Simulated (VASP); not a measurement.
## Li2O: single point with PBE

Li2O:

```
O Li
1.0
     0.00000    2.31242    2.31242
     2.31242    0.00000    2.31242
     2.31242    2.31242    0.00000
O Li
1 2
Direct
  0.00000 0.00000 0.00000
  0.25000 0.25000 0.25000
  0.75000 0.75000 0.75000
```

```yaml
Program: VASP 6.6.1
Task: single point
Functional: PBE
Potentials_or_basis: VASP PAW PBE potentials, release 64 (O, Li_sv)
Cutoff: 750 eV
k_mesh: 8 × 8 × 8
Occupations: gaussian, width 0.02 eV
Spin: no spin polarisation
Dipole_correction: no
Further_INCAR_settings: ALGO = Normal; EDIFF = 1e-06; NBANDS = 13
```

```yaml
Pressure: -0.3 GPa
Band_gap_on_the_k_mesh: 4.97 eV (least direct gap 5.24 eV)
```

Levels at points of the mesh, in eV from the valence-band top:
```csv
k point,band 2,band 3,band 4,band 5,band 6,band 7,band 8,band 9,band 10,band 11
"(0.00, 0.00, 0.00)",-42.66,-15.44,0.00,0.00,0.00,5.24,11.92,11.92,11.92,18.96
"(0.50, 0.00, 0.00)",-42.81,-15.22,-2.76,-0.44,-0.44,9.19,9.78,12.04,12.04,17.80
"(0.50, 0.50, 0.00)",-42.76,-15.17,-1.60,-1.38,-1.38,4.97,13.50,13.50,14.67,15.70
```

It took 21 s on 1 thread of Intel Xeon 8259CL (shared host), peak memory 0.16 GiB.

A k mesh can miss the band edges.
